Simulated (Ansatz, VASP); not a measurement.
# One calculation of V, two programs

Contents of INCAR:

```
PREC     = Accurate       # precision mode
ENCUT    = 520            # plane-wave cutoff, eV
EDIFF    = 1E-6           # SCF threshold, eV
ISMEAR   = -1             # smearing method
SIGMA    = 0.1            # smearing width, eV
LREAL    = F              # projectors in reciprocal space
LASPH    = T              # aspherical terms in the spheres
NELM     = 100            # most SCF steps
ALGO     = Normal         # electronic algorithm
ISIF     = 2              # what is computed and relaxed
LWAVE    = F              # write WAVECAR
LCHARG   = T              # write CHGCAR
GGA      = B5             # functional
ALDAX    = 1.0          
AGGAX    = 1.0          
AGGAC    = 1.0          
ALDAC    = 0.0          
LELF     = T              # ELF
LVHAR    = T            
NBANDS   = 20             # bands
```

File KPOINTS:

```
Automatic mesh
0
Gamma
  15 15 8
```

Contents of POSCAR:

```
V
1.0
    2.6589755205      0.0000000000      0.0000000000
   -1.3294877602      2.3027403488      0.0000000000
    0.0000000000      0.0000000000      4.8532087478
V
2
Direct
    0.3333333333      0.6666666667      0.2500000000
    0.6666666667      0.3333333333      0.7500000000
```

Input for Ansatz:

```yaml
crystal:
  lattice:
    - [2.6589755205, 0.0, 0.0]
    - [-1.3294877602, 2.3027403488, 0.0]
    - [0.0, 0.0, 4.8532087478]
  atoms:
    - { symbol: V, position: [0.3333333333, 0.6666666667, 0.25] }
    - { symbol: V, position: [0.6666666667, 0.3333333333, 0.75] }
hamiltonian:
  xc: blyp
  pseudopotentials:
    kind: paw
    azcp:
      V: "pseudopotentials/V.paw.azcp"
basis:
  ecutwfc: 420
  fft_grid_basis: typed
kpoints:
  mp_grid: { grid: [15, 15, 8], shift: [0, 0, 0] }
magnetization:
  spin_polarized: false
scf:
  occupations: { method: fermi_dirac, width: 0.1 }
  lower_state_search: "off"
output:
  stress: true
```

Alike in both runs: task single point; functional BLYP; k mesh 15 × 15 × 8; occupations fermi-dirac, width 0.1 eV; no spin polarisation.

```csv
,VASP,Ansatz
version,VASP 6.6.1,Ansatz 0.2.0
potentials or method,"VASP PAW PBE potentials, release 64 (V_sv), cutoff 520 eV","plane waves (420 eV) with PAW, scalar-relativistic"
valence electrons in the cell,26,26
```

|  | VASP | Ansatz | Ansatz less VASP |
| --- | --- | --- | --- |
| pressure (GPa) | -5.5 | -5.7 | -0.23 |
| traceless stress, the component that is largest in VASP (GPa) | 0.24 | 0.23 | -0.009 |

VASP's potentials were made for PBE, not for BLYP. The functional is the same, so the differences come from potentials, cutoffs and numerics.
